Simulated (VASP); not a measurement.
# InAs (Fm-3m) in VASP: notebook

The runs below take InAs through single point, with LDA.

All numbers are computed with VASP 6.6.1; they aren't measurements. Logs are shortened: lines on timing, memory, paths and dates and some standing lists are left out, and cuts for length are marked.

### 1 The cell of the first run

Symmetry: Fm-3m, No. 225, cubic system. The conventional cell has a = 5.755 Å, b = 5.755 Å, c = 5.755 Å, α = 90.00°, β = 90.00°, γ = 90.00°. Within 3.8 Å of In (site symmetry m-3m) lie 6 As at 2.88 Å. Within 3.8 Å of As (site symmetry m-3m) lie 6 In at 2.88 Å.

### 2 Single point, LDA

Input file INCAR:

```
SYSTEM = InAs
  ALGO = Normal
  EDIFF = 1E-6
  ENCUT = 500
  GGA = CA
  GGA_COMPAT = .False.
  ISIF = 2
  ISMEAR = -1
  LASPH = .True.
  LCHARG = .False.
  LREAL = .False.
  LWAVE = .False.
  NBANDS = 16
  NELM = 120
  PREC = Accurate
  SIGMA = 0.01
```

Input file KPOINTS:

```
k-points
0
Gamma
  1 1 1
  0 0 0
```

Input file POSCAR:

```
InAs
1.0
    0.0000000000      2.8773040000      2.8773040000
    2.8773040000      0.0000000000      2.8773040000
    2.8773040000      2.8773040000      0.0000000000
In As
1 1
Direct
    0.5000000000      0.5000000000      0.5000000000
    0.0000000000      0.0000000000      0.0000000000
```

Potentials or basis: VASP PAW LDA potentials, release 64 (In_d, As).

On the command line:

```
$ cat potpaw_LDA.64/In_d/POTCAR potpaw_LDA.64/As/POTCAR > POTCAR
$ mpirun -np 1 vasp_gam > vasp.out
```

OUTCAR:

```text
SYSTEM = InAs
   EDIFF = 1E-6
   ENCUT = 500
   GGA = CA
   ISIF = 2
   ISMEAR = -1
   LASPH = .True.
   LREAL = .False.
   NELM = 120
   PREC = Accurate

 ion  position               nearest neighbor table
   1  0.500  0.500  0.500-   2 2.88   2 2.88   2 2.88   2 2.88   2 2.88   2 2.88
   2  0.000  0.000  0.000-   1 2.88   1 2.88   1 2.88   1 2.88   1 2.88   1 2.88

  LATTYP: Found a face centered cubic cell.
 ALAT       =     5.7546080000

  Lattice vectors:

 A1 = (   0.0000000000,   2.8773040000,   2.8773040000)
 A2 = (   2.8773040000,   0.0000000000,   2.8773040000)
 A3 = (   2.8773040000,   2.8773040000,   0.0000000000)

Analysis of symmetry for initial positions (statically):
=====================================================================
 Subroutine PRICEL returns:
 Original cell was already a primitive cell.

 Routine SETGRP: Setting up the symmetry group for a
 face centered cubic supercell.

 Subroutine GETGRP returns: Found 48 space group operations
 (whereof 48 operations were pure point group operations)
 out of a pool of 48 trial point group operations.

The static configuration has the point symmetry O_h .

Analysis of symmetry for dynamics (positions and initial velocities):
=====================================================================
 Subroutine PRICEL returns:
 Original cell was already a primitive cell.

 Routine SETGRP: Setting up the symmetry group for a
 face centered cubic supercell.

 Subroutine GETGRP returns: Found 48 space group operations
 (whereof 48 operations were pure point group operations)
 out of a pool of 48 trial point group operations.

The dynamic configuration has the point symmetry O_h .

 Subroutine INISYM returns: Found 48 space group operations
 (whereof 48 operations are pure point group operations),
 and found     1 'primitive' translations

----------------------------------------------------------------------------------------

                                     Primitive cell

  volume of cell :      47.6417

  direct lattice vectors                    reciprocal lattice vectors
     0.000000000  2.877304000  2.877304000    -0.173773783  0.173773783  0.173773783
     2.877304000  0.000000000  2.877304000     0.173773783 -0.173773783  0.173773783
     2.877304000  2.877304000  0.000000000     0.173773783  0.173773783 -0.173773783

  length of vectors
     4.069122340  4.069122340  4.069122340     0.300985021  0.300985021  0.300985021

  position of ions in fractional coordinates (direct lattice)
     0.500000000  0.500000000  0.500000000
     0.000000000  0.000000000  0.000000000

  ion indices of the primitive-cell ions
   primitive index   ion index
                 1           1
                 2           2

----------------------------------------------------------------------------------------

 KPOINTS: k-points

Automatic generation of k-mesh.
 Grid dimensions read from file:
 generate k-points for:    1    1    1

 Generating k-lattice:

  Cartesian coordinates                     Fractional coordinates (reciprocal lattice)
    -0.173773783  0.173773783  0.173773783     1.000000000  0.000000000  0.000000000
     0.173773783 -0.173773783  0.173773783     0.000000000  1.000000000  0.000000000
     0.173773783  0.173773783 -0.173773783     0.000000000  0.000000000  1.000000000

  Length of vectors
     0.300985021  0.300985021  0.300985021

  Shift w.r.t. Gamma in fractional coordinates (k-lattice)
     0.000000000  0.000000000  0.000000000

 Subroutine IBZKPT returns following result:
 ===========================================

 Found      1 irreducible k-points:

 Following reciprocal coordinates:
            Coordinates               Weight
  0.000000  0.000000  0.000000      1.000000
   k-points           NKPTS =      1   k-points in BZ     NKDIM =      1   number of bands    NBANDS=     16
   number of dos      NEDOS =    301   number of ions     NIONS =      2
   total plane-waves  NPLWV =  27000
   dimension x,y,z NGX =    30 NGY =   30 NGZ =   30
   dimension x,y,z NGXF=    60 NGYF=   60 NGZF=   60
   ions per type =               1   1
   NGX,Y,Z   is equivalent  to a cutoff of  12.26, 12.26, 12.26 a.u.
   NGXF,Y,Z  is equivalent  to a cutoff of  24.51, 24.51, 24.51 a.u.
 SYSTEM =  InAs
   PREC   = accura    normal or accurate (medium, high low for compatibility)
   ISTART =      0    job   : 0-new  1-cont  2-samecut
   ICHARG =      2    charge: 1-file 2-atom 10-const
   ISPIN  =      1    spin polarized calculation?
   LNONCOLLINEAR =      F non collinear calculations
   LSORBIT =      F    spin-orbit coupling
   LASPH  =      T    aspherical Exc in radial PAW
   ENCUT  =  500.0 eV  36.75 Ry    6.06 a.u.   7.42  7.42  7.42*2*pi/ulx,y,z
   NELM   =    120;   NELMIN=  2; NELMDL= -5     # of ELM steps
   EDIFF  = 0.1E-05   stopping-criterion for ELM
   LREAL  =      F    real-space projection
   EDIFFG = 0.1E-04   stopping-criterion for IOM
   NSW    =      0    number of steps for IOM
   IBRION =     -1    ionic relax: 0-MD 1-quasi-New 2-CG
   NFREE  =      0    steps in history (QN), initial steepest desc. (CG)
   ISIF   =      2    stress and relaxation
   ISYM   =      2    0-nonsym 1-usesym 2-fastsym
   POTIM  = 0.5000    time-step for ionic-motion
   TEBEG  =    0.0;   TEEND  =   0.0 temperature during run
   PSTRESS=    0.0 pullay stress
   NELECT =      18.0000    total number of electrons
   NUPDOWN=      -1.0000    fix difference up-down
   EMIN   =  10.00;   EMAX   =-10.00  energy-range for DOS
   EFERMI =   0.00;   METHOD = LEGACY
   ISMEAR =    -1;   SIGMA  =   0.01  broadening in eV -4-tet -1-fermi 0-gaus
   EFERMI_NEDOS =   21; number of points for ismear=-14 and -15
   IALGO  =     38    algorithm
   IMIX   =      4    mixing-type and parameters
     AMIX     =   0.40;   BMIX     =  1.00
     AMIX_MAG =   1.60;   BMIX_MAG =  1.00
  volume/ion in A,a.u.               =      23.82       160.75
  Fermi-wavevector in a.u.,A,eV,Ry     =   1.183505  2.236499 19.057448  1.400683
  Thomas-Fermi vector in A             =   2.319738
   LORBIT       =      0    0 simple, 1 ext, 2 COOP (PROOUT), +10 PAW based schemes
   GGA     = CA    functional components
   LHFCALC =     F    Hartree Fock is set to
   AEXX    =    0.0000 exact exchange contribution
   IVDW    =     0    specifies the selected vdW correction
   LEPSILON=     F    determine dielectric tensor
   LRPA    =     F    only Hartree local field effects (RPA)
 non-spin polarized calculation
  energy-cutoff  :      500.00
  volume of cell :       47.64
 maximum number of plane-waves:       622
 NGX is ok and might be reduce to    30
   NGX = 15   NGY = 15   NGZ = 15

 number of electron      18.0000002 magnetization

 Free energy of the ion-electron system (eV)
  ---------------------------------------------------
  ext. energy  EPLUGINS =         0.00000000
  ---------------------------------------------------
  free energy    TOTEN  =         3.23524406 eV

  energy without entropy =        3.27343491  energy(sigma->0) =        3.25433949

 E-fermi :   6.4422     XC(G=0): -10.0821

 val. band max:        6.4352301762   @ k =   0.0000   0.0000   0.0000
 cond. band min:      13.2076178679   @ k =   0.0000   0.0000   0.0000
 fundamental gap:      6.7723876917
 Fermi energy:         6.4421615195

 k-point     1 :       0.0000    0.0000    0.0000
  band No.  band energies     occupation
      1      -8.2404      2.00000
      2      -8.2404      2.00000
      3      -8.2404      2.00000
      4      -8.2299      2.00000
      5      -8.2299      2.00000
      6      -5.5377      2.00000
[... 8 lines left out ...]
     15      13.3288      0.00000
     16      13.3288      0.00000

------------------------ aborting loop because EDIFF is reached ----------------------------------------

  FORCE on cell =-STRESS in cart. coord.  units (eV):
  Direction    XX          YY          ZZ          XY          YZ          ZX
  --------------------------------------------------------------------------------------
  -------------------------------------------------------------------------------------
  Total       19.2168062     19.2168062     19.2168062     -0.0000000     -0.0000000     -0.0000000
  in kB      646.2559412    646.2559412    646.2559412     -0.0000000     -0.0000000     -0.0000000
  external PRESSURE =     646.2559412 kB  Pullay stress =       0.0000000 kB

 VOLUME and BASIS-vectors are now :
 -----------------------------------------------------------------------------
  energy-cutoff  :      500.00
  volume of cell :       47.64
      direct lattice vectors                 reciprocal lattice vectors
     0.000000000  2.877304000  2.877304000    -0.173773783  0.173773783  0.173773783
     2.877304000  0.000000000  2.877304000     0.173773783 -0.173773783  0.173773783
     2.877304000  2.877304000  0.000000000     0.173773783  0.173773783 -0.173773783

 POSITION                                       TOTAL-FORCE (eV/Angst)
 -----------------------------------------------------------------------------------
      2.87730      2.87730      2.87730         0.000000     -0.000000     -0.000000
      0.00000      0.00000      0.00000        -0.000000      0.000000      0.000000
 -----------------------------------------------------------------------------------
    total drift:                                0.000000      0.000000      0.000000

  FREE ENERGIE OF THE ION-ELECTRON SYSTEM (eV)
  ---------------------------------------------------
  free  energy   TOTEN  =         3.2352440649 eV

  energy  without entropy=        3.2734349150  energy(sigma->0) =        3.25433949
```

It took 5.2 s on 1 thread of Intel Xeon 8259CL, shared host; peak memory 0.14 GiB.

Results:

```
Free energy            : 3.2352 eV
Pressure               : 64.6 GPa
Band gap on the k mesh : zero (filled and empty bands touch)
```

Caveat: the k points lie up to 1.89 Å⁻¹ apart; spin-orbit coupling is left out, which moves the levels of the heavy elements.

### 3 Single point, LDA

Input file INCAR:

```
SYSTEM = InAs
PREC = Accurate ; ENCUT = 500
EDIFF = 1E-6 ; ISMEAR = -1
SIGMA = 0.01 ; LREAL = .FALSE.
LASPH = .TRUE. ; NELM = 120
ALGO = Normal ; ISIF = 2
LWAVE = .FALSE. ; LCHARG = .TRUE.
LELF = .TRUE. ; LVHAR = .TRUE.
NBANDS = 16 ; GGA_COMPAT = .FALSE.
```

Input file KPOINTS:

```
Automatic mesh
0
G
  1 1 1
  0 0 0
```

POSCAR is that of step 2.

Potentials or basis: VASP PAW LDA potentials, release 64 (In_d, As).

On the command line:

```
$ cat potpaw_LDA.64/In_d/POTCAR potpaw_LDA.64/As/POTCAR > POTCAR
$ mpirun -np 1 vasp_gam > vasp.out
```

Wall time 6.7 s (1 thread of Intel Xeon 8259CL, shared host); peak memory 0.14 GiB.

Results (log left out):

```
Free energy            : 3.2352 eV
Pressure               : 64.6 GPa
Band gap on the k mesh : zero (filled and empty bands touch)
```

Levels at points of the mesh, in eV from the Fermi level:
```tsv
k point	band 7	band 8	band 9	band 10	band 11	band 12	band 13	band 14
(0.00, 0.00, 0.00)	-0.71	-0.01	-0.01	-0.01	6.77	6.77	6.77	6.89
```

Caveat: the k points lie up to 1.89 Å⁻¹ apart; spin-orbit coupling is left out, which moves the levels of the heavy elements.
